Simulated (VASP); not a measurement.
# ReB (P4/mmm) in VASP: notebook, part 2 of 2

VASP 6.6.1. Earlier steps stand in the parts before.

### 4 Single point, PBE

INCAR reads:

```
SYSTEM = ReB
PREC = Accurate ; ENCUT = 500
EDIFF = 1E-6 ; ISMEAR = 0
SIGMA = 0.1 ; LREAL = .False.
LASPH = .True. ; NELM = 120
ALGO = Normal ; ISIF = 2
LWAVE = .False. ; LCHARG = .False.
GGA = PE ; NBANDS = 26
GGA_COMPAT = .False.
```

KPOINTS reads:

```
regular mesh
0
Gamma
  6 6 4
  0 0 0
```

POSCAR reads:

```
ReB
1.0
    2.8557300700      0.0000000000      0.0000000000
    0.0000000000      2.8557300700      0.0000000000
    0.0000000000      0.0000000000      5.7348493500
Re B
2 2
Direct
    0.5000000000      0.5000000000      0.2677464800
    0.5000000000      0.5000000000      0.7322535200
    0.0000000000      0.5000000000      0.5000000000
    0.5000000000      0.0000000000      0.5000000000
```

Potentials or basis: VASP PAW PBE potentials, release 64 (Re_sv_GW, B).

Run with:

```console
$ cat potpaw_PBE.64/Re_sv_GW/POTCAR potpaw_PBE.64/B/POTCAR > POTCAR
$ mpirun -np 1 vasp_std > vasp.out
```

OUTCAR:

```text
SYSTEM = ReB
   PREC = Accurate
   ENCUT = 500
   EDIFF = 1E-6
   ISMEAR = 0
   LREAL = .False.
   LASPH = .True.
   NELM = 120
   ISIF = 2
   GGA = PE

 ion  position               nearest neighbor table
   1  0.500  0.500  0.268-   3 1.95   4 1.95   4 1.95   3 1.95   2 2.66   2 3.07
   2  0.500  0.500  0.732-   3 1.95   4 1.95   4 1.95   3 1.95   1 2.66   1 3.07
   3  0.000  0.500  0.500-   1 1.95   2 1.95   1 1.95   2 1.95   4 2.02   4 2.02   4 2.02   4 2.02

   4  0.500  0.000  0.500-   1 1.95   2 1.95   1 1.95   2 1.95   3 2.02   3 2.02   3 2.02   3 2.02

  LATTYP: Found a simple tetragonal cell.
 ALAT       =     2.8557300700
 C/A-ratio  =     2.0081902734

  Lattice vectors:

 A1 = (   2.8557300700,   0.0000000000,   0.0000000000)
 A2 = (   0.0000000000,   2.8557300700,   0.0000000000)
 A3 = (   0.0000000000,   0.0000000000,   5.7348493500)

Analysis of symmetry for initial positions (statically):
=====================================================================
 Subroutine PRICEL returns:
 Original cell was already a primitive cell.

 Routine SETGRP: Setting up the symmetry group for a
 simple tetragonal supercell.

 Subroutine GETGRP returns: Found 16 space group operations
 (whereof 16 operations were pure point group operations)
 out of a pool of 16 trial point group operations.

The static configuration has the point symmetry D_4h.

Analysis of symmetry for dynamics (positions and initial velocities):
=====================================================================
 Subroutine PRICEL returns:
 Original cell was already a primitive cell.

 Routine SETGRP: Setting up the symmetry group for a
 simple tetragonal supercell.

 Subroutine GETGRP returns: Found 16 space group operations
 (whereof 16 operations were pure point group operations)
 out of a pool of 16 trial point group operations.

The dynamic configuration has the point symmetry D_4h.

 Subroutine INISYM returns: Found 16 space group operations
 (whereof 16 operations are pure point group operations),
[... 114 lines left out ...]
   EFERMI =   0.00;   METHOD = LEGACY
   ISMEAR =     0;   SIGMA  =   0.10  broadening in eV -4-tet -1-fermi 0-gaus
   EFERMI_NEDOS =   21; number of points for ismear=-14 and -15
   IALGO  =     38    algorithm
   IMIX   =      4    mixing-type and parameters
     AMIX     =   0.40;   BMIX     =  1.00
     AMIX_MAG =   1.60;   BMIX_MAG =  1.00
  volume/ion in A,a.u.               =      11.69        78.90
  Fermi-wavevector in a.u.,A,eV,Ry     =   1.500342  2.835235 30.627064  2.251026
  Thomas-Fermi vector in A             =   2.611855
   LORBIT       =      0    0 simple, 1 ext, 2 COOP (PROOUT), +10 PAW based schemes
   GGA     = PE    functional components
   LHFCALC =     F    Hartree Fock is set to
   AEXX    =    0.0000 exact exchange contribution
   IVDW    =     0    specifies the selected vdW correction
   LEPSILON=     F    determine dielectric tensor
   LRPA    =     F    only Hartree local field effects (RPA)
 non-spin polarized calculation
 Gauss-broadening in eV      SIGMA  =   0.10
  energy-cutoff  :      500.00
  volume of cell :       46.77
 maximum number of plane-waves:      1208
 NGX is ok and might be reduce to    24
   NGX = 11   NGY = 11   NGZ = 21

 number of electron      36.0000001 magnetization

 Free energy of the ion-electron system (eV)
  ---------------------------------------------------
  ext. energy  EPLUGINS =         0.00000000
  ---------------------------------------------------
  free energy    TOTEN  =       -35.91247438 eV

  energy without entropy =      -35.89626718  energy(sigma->0) =      -35.90437078

 E-fermi :   9.9903     XC(G=0): -12.6785

 val. band max:        9.9376235485   @ k =   0.5000   0.0000   0.5000
 cond. band min:      10.0196495101   @ k =   0.3333   0.3333   0.0000
 fundamental gap:      0.0820259616
 Fermi energy:         9.9902536511

 k-point     1 :       0.0000    0.0000    0.0000
  band No.  band energies     occupation
      1     -70.0340      2.00000
      2     -69.9932      2.00000
      3     -32.6255      2.00000
      4     -31.9329      2.00000
      5     -31.7878      2.00000
      6     -31.7878      2.00000
[... 685 lines left out ...]
     25      16.0846      0.00000
     26      18.1411      0.00000

 [... further k-points ...]
[... 5 lines left out ...]
  --------------------------------------------------------------------------------------
  -------------------------------------------------------------------------------------
  Total       15.5453202     15.5453202     21.7633326      0.0000000     -0.0000000      0.0000000
  in kB      532.5420812    532.5420812    745.5549523      0.0000000     -0.0000000      0.0000000
  external PRESSURE =     603.5463716 kB  Pullay stress =       0.0000000 kB

 VOLUME and BASIS-vectors are now :
 -----------------------------------------------------------------------------
  energy-cutoff  :      500.00
  volume of cell :       46.77
      direct lattice vectors                 reciprocal lattice vectors
     2.855730070  0.000000000  0.000000000     0.350173152  0.000000000  0.000000000
     0.000000000  2.855730070  0.000000000     0.000000000  0.350173152  0.000000000
     0.000000000  0.000000000  5.734849350     0.000000000  0.000000000  0.174372497

 POSITION                                       TOTAL-FORCE (eV/Angst)
 -----------------------------------------------------------------------------------
      1.42787      1.42787      1.53549         0.000000     -0.000000    -10.469844
      1.42787      1.42787      4.19936         0.000000      0.000000     10.469844
      0.00000      1.42787      2.86742         0.000000      0.000000      0.000000
      1.42787      0.00000      2.86742         0.000000      0.000000      0.000000
 -----------------------------------------------------------------------------------
    total drift:                                0.000000     -0.000000      0.000000

  FREE ENERGIE OF THE ION-ELECTRON SYSTEM (eV)
  ---------------------------------------------------
  free  energy   TOTEN  =       -35.9124743831 eV

  energy  without entropy=      -35.8962671832  energy(sigma->0) =      -35.90437078
```

stdout:

```text
POSCAR found type information on POSCAR ReB
 POSCAR found :  2 types and       4 ions
 scaLAPACK will be used
 LDA part: xc-table for (Slater+PW92), standard interpolation
 POSCAR, INCAR and KPOINTS ok, starting setup
 FFT: planning ... GRIDC
 FFT: planning ... GRID_SOFT
 FFT: planning ... GRID
 WAVECAR not read
 entering main loop
```

Run time: 18 s. Hardware: 1 thread of Intel Xeon Platinum 8559C (Emerald Rapids), shared host; peak memory 0.18 GiB.

Results:

* Free energy: -35.9125 eV
* Pressure: 60.4 GPa
* Largest force: 10.470 eV/Å
* Band gap on the k mesh: zero (band 18 reaches 11.80 eV, above the bottom of band 19 at 9.32 eV)

Forces in eV/Å, atoms in the order of the input:
```
Re    0.000   0.000 -10.470
Re    0.000   0.000  10.470
B     0.000   0.000   0.000
B     0.000   0.000   0.000
```

Caveat: the k points lie up to 0.37 Å⁻¹ apart; spin-orbit coupling is left out, which moves the levels of the heavy elements; forces of over 1 eV/Å act on the atoms, so gaps and moduli don't describe the material at rest.

### 5 Single point, PBE

This run uses another cell than the first one, of 11.76 Å³/atom, 1.005 times its volume.

INCAR reads:

```
SYSTEM = ReB
PREC = Accurate
ENCUT = 500
EDIFF = 1E-6
ISMEAR = 0
SIGMA = 0.1
LREAL = .FALSE.
LASPH = .TRUE.
NELM = 120
ALGO = Normal
ISIF = 2
LWAVE = .FALSE.
LCHARG = .FALSE.
GGA = PE
NBANDS = 26
GGA_COMPAT = .FALSE.
```

KPOINTS reads:

```
regular mesh
0
G
  6 6 4
  0 0 0
```

POSCAR reads:

```
ReB
1.0
    2.8181008814      0.0000000000      0.0000000000
    0.0000000000      2.8181008814      0.0000000000
    0.0000000000      0.0000000000      5.9210614863
Re B
2 2
Direct
    0.5000000000      0.5000000000      0.2121399233
    0.5000000000      0.5000000000      0.7878600767
    0.0000000000      0.5000000000      0.5000000000
    0.5000000000      0.0000000000      0.5000000000
```

Run with:

```console
$ cat potpaw_PBE.64/Re_sv_GW/POTCAR potpaw_PBE.64/B/POTCAR > POTCAR
$ mpirun -np 1 vasp_std > vasp.out
```

Wall time 54 s (1 thread of AMD EPYC 7R43 (Zen 3), shared host); peak memory 0.15 GiB.

The run converged. Its results:

```
Free energy            : -39.0574 eV
Pressure               : -1.7 GPa
Largest force          : 0.050 eV/Å
Band gap on the k mesh : zero (band 18 reaches 11.50 eV, above the bottom of band 19 at 9.51 eV)
```

Forces in eV/Å, atoms in the order of the input:
```
Re   0.000  0.000 -0.050
Re   0.000  0.000  0.050
B    0.000  0.000  0.000
B    0.000  0.000  0.000
```

Stress tensor (GPa, compression positive):
```
-1.70  0.00  0.00
 0.00 -1.70  0.00
 0.00  0.00 -1.62
```

Levels at points of the mesh, in eV from the Fermi level:
| k point | band 16 | band 17 | band 18 | band 19 | band 20 | band 21 |
| --- | --- | --- | --- | --- | --- | --- |
| (0.00, 0.00, 0.00) | -3.28 | -1.06 | 1.38 | 1.38 | 2.04 | 2.39 |
| (0.50, 0.00, 0.00) | -0.99 | -0.87 | 0.10 | 0.69 | 1.76 | 2.97 |
| (0.50, 0.50, 0.00) | -2.20 | -0.40 | -0.40 | 0.86 | 2.96 | 3.67 |
| (0.00, 0.00, 0.50) | -3.30 | -1.37 | -0.61 | -0.61 | 2.11 | 2.32 |
| (0.50, 0.00, 0.50) | -1.21 | -0.66 | -0.35 | -0.16 | 1.59 | 2.59 |
| (0.50, 0.50, 0.50) | -2.35 | -1.16 | 1.39 | 1.39 | 3.80 | 3.87 |

Caveat: the k points lie up to 0.37 Å⁻¹ apart; spin-orbit coupling is left out, which moves the levels of the heavy elements.

### 6 Summary

```tsv
task	potentials or basis	spin	cell	cutoff (eV)	second run	gap on the mesh (eV)	pressure (GPa)	largest force (eV/Å)
relaxation of cell and atoms	VASP PAW PBE potentials, release 64 (Re, B)	off	relaxed from a = 2.856, b = 2.856, c = 5.735 Å, 4 atoms	600	-	none	0.0	0.03
single point	VASP PAW PBE potentials, release 64 (Re, B)	collinear, ferromagnetic start	a = 2.818, b = 2.818, c = 5.921 Å, 4 atoms	520	-	none	0.4	0.24
single point	VASP PAW PBE potentials, release 64 (Re_sv_GW, B)	off	a = 2.856, b = 2.856, c = 5.735 Å, 4 atoms	500	valence_matched	none	60.4	10.47
single point	VASP PAW PBE potentials, release 64 (Re_sv_GW, B)	off	a = 2.818, b = 2.818, c = 5.921 Å, 4 atoms	500	valence_matched	none	-1.7	0.05
```

Alike in all rows: level PBE; k mesh 6 × 6 × 4; smearing gaussian 0.1 eV.

Caveats: all runs use coarse meshes; spin-orbit coupling is left out, which moves the levels of the heavy elements; forces of over 1 eV/Å act on the atoms, so gaps and moduli don't describe the material at rest (some runs).

Absolute energies hang on the potentials; compare differences alone.
